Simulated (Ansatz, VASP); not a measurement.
**BaTe in VASP and in Ansatz**

```
Ba Te
1.0
     4.15590    0.00000    0.00000
     0.00000    4.15590    0.00000
     0.00000    0.00000    4.26247
Ba Te
1 1
Cartesian
  0.0000 0.0000 0.0000
  2.0780 2.0780 2.1312
```

Change from the starting cell: strain -0.025 along x and y, +0.000 along z, atoms carried along.

Alike in both runs: task single point; functional LDA; k mesh 6 × 6 × 6; occupations gaussian, width 0.05 eV; no spin polarisation.

|  | VASP | Ansatz |
| --- | --- | --- |
| version | VASP 6.6.1 | Ansatz 0.2.0 |
| potentials or method | VASP PAW LDA potentials, release 64 (Ba_sv, Te), cutoff 520 eV | scalar-relativistic, plane waves, PAW |
| valence electrons in the cell | 16 | 26 |

```csv
,VASP,Ansatz,Ansatz less VASP
gap on the k mesh at the Fermi level (eV),0.44,0.57,+0.123
least direct gap on the mesh (eV),0.68,0.80,+0.115
pressure (GPa),-1.3,-1.9,-0.59
"traceless stress, the component that is largest in VASP (GPa)",-1.26,-1.25,+0.003
```

LDA's correlation is that of Perdew and Zunger in VASP and of Perdew and Wang (1992) in Ansatz. VASP's potentials hold 16 valence electrons a cell and Ansatz's 26, so a difference there can come from the potentials and not from the codes.

Neither program's run includes spin-orbit coupling.
